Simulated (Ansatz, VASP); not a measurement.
**Two plane-wave programs on MnO**

```
Mn O
1.0
     0.00000    2.22300    2.22300
     2.22300    0.00000    2.22300
     2.22300    2.22300    0.00000
Mn O
1 1
Direct
  0.00000 0.00000 0.00000
  0.50000 0.50000 0.50000
```

Alike in both runs: task single point; functional PBE; k mesh 13 × 13 × 13; occupations fermi-dirac, width 0.15 eV; collinear spin.

```csv
,VASP,Ansatz
version,VASP 6.6.1,Ansatz 0.2.0
potentials or method,"VASP PAW PBE potentials, release 64 (Mn_pv, O), cutoff 520 eV","plane waves, PAW"
valence electrons in the cell,19,21
```

|  | VASP | Ansatz | Ansatz less VASP |
| --- | --- | --- | --- |
| gap on the k mesh at the Fermi level (eV) | none | none | - |
| net moment per atom (μB) | 2.36 | 2.36 | 0.000 |
| size of the moment on the site where the two differ most (μB) | 4.29 | 4.01 | -0.281 |

Site moments also hang on the region over which each program counts them. A gap of «none» marks a metal or a gap that the smearing closes. VASP's potentials hold 19 valence electrons a cell and Ansatz's 21, so a difference there can come from the potentials and not from the codes.
